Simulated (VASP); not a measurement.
Input of a VASP 6.6.1 run:

INCAR

```
SYSTEM = Li2TaO3
PREC = Accurate
ENCUT = 520
EDIFF = 1E-6
ISMEAR = 0
SIGMA = 0.1
LREAL = .FALSE.
LASPH = .TRUE.
NELM = 80
ALGO = Normal
ISIF = 2
LWAVE = .FALSE.
LCHARG = .TRUE.
GGA = PE
LELF = .TRUE.
LVHAR = .TRUE.
NBANDS = 26
```

File KPOINTS:

```
regular mesh
0
G
  4 4 4
  0 0 0
```

Contents of POSCAR:

```
Li2TaO3
1.0
    3.7852468249      0.0000000000      0.0000000000
    0.0000000000      3.7852468249      0.0000000000
    0.0000000000      0.0000000000      7.6658713139
Li Ta O
2 1 3
Direct
    0.0000000000      0.0000000000      0.9888815557
    0.0000000000      0.0000000000      0.5500842625
    0.5000000000      0.5000000000      0.3600966292
    0.5000000000      0.5000000000      0.1259481228
    0.5000000000      0.0000000000      0.4353385849
    0.0000000000      0.5000000000      0.4353385849
```

Potentials or basis: VASP PAW PBE potentials, release 64 (Li_sv, Ta_pv, O).

Run with:

```console
$ cat potpaw_PBE.64/Li_sv/POTCAR potpaw_PBE.64/Ta_pv/POTCAR potpaw_PBE.64/O/POTCAR > POTCAR
$ mpirun -np 1 vasp_std > vasp.out
```

Q: Predict the largest force.

A: 0.308 eV/Å.

Q: What does it give for the band gap on the k mesh?

A: Zero (an odd number of electrons rules out a gap without spin polarisation).

Forces on the atoms (eV/Å):
```
Li   0.000  0.000  0.003
Li   0.000  0.000 -0.003
Ta   0.000  0.000  0.248
O    0.000  0.000 -0.308
O    0.000  0.000  0.030
O    0.000  0.000  0.030
```

Caveat: the k points lie up to 0.41 Å⁻¹ apart, too coarse for converged energies and pressures of a metal; spin-orbit coupling is left out, which moves the levels of the heavy elements; an odd number of electrons without spin polarisation forces a metal; a magnetic or distorted state may lie lower.
